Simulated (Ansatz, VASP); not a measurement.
**Rh in VASP and in Ansatz**

INCAR

```
SYSTEM = Rh
PREC = Accurate
ENCUT = 500
EDIFF = 1E-6
ISMEAR = -1
SIGMA = 0.08
LREAL = .False.
LASPH = .True.
NELM = 120
ALGO = Normal
ISIF = 2
LWAVE = .False.
LCHARG = .False.
GGA = CA
NBANDS = 14
GGA_COMPAT = .False.
```

The input KPOINTS:

```
regular mesh
0
Gamma
  17 17 17
  0 0 0
```

Contents of POSCAR:

```
Rh
1.0
    2.3020508712      0.0000000000      0.0000000000
    0.0000000000      2.3020508712      0.0000000000
    0.0000000000      0.0000000000      2.3020508712
Rh
1
Direct
    0.0000000000      0.0000000000      0.0000000000
```

Input for Ansatz:

```yaml
crystal:
  lattice:
    - [2.3020508712, 0.0, 0.0]
    - [0.0, 2.3020508712, 0.0]
    - [0.0, 0.0, 2.3020508712]
  atoms:
    - { symbol: Rh, position: [0.0, 0.0, 0.0] }
kpoints:
  mp_grid: { grid: [17, 17, 17] }
scf:
  occupations: { method: fermi_dirac, width: 0.08 }
hamiltonian:
  xc: lda
  pseudopotentials: { kind: all_electron, datasets: crystal }
output:
  forces: true
  stress: true
  eigenvalues: true
```

Change from the starting cell: volume scaled by 0.8, crystal datasets.

Alike in both runs: task single point; functional LDA; k mesh 17 × 17 × 17; occupations fermi-dirac, width 0.08 eV; no spin polarisation.

|  | VASP | Ansatz |
| --- | --- | --- |
| version | VASP 6.6.1 | Ansatz 0.2.0 |
| potentials or method | VASP PAW LDA potentials, release 64 (Rh_pv), cutoff 500 eV | all-electron PAW with datasets made for the crystal, scalar-relativistic |

VASP gave:

* pressure (GPa): 90.9

Q: What did Ansatz give for the same quantities?

A: Pressure (GPa): 88.9.

LDA's correlation is that of Perdew and Zunger in VASP and of Perdew and Wang (1992) in Ansatz. Both programs put the cell under a high pressure, so it lies far from rest at this level. Ansatz ran all-electron here, and VASP with PAW potentials.

Noted on VASP's run: the cell as given lies far from equilibrium.
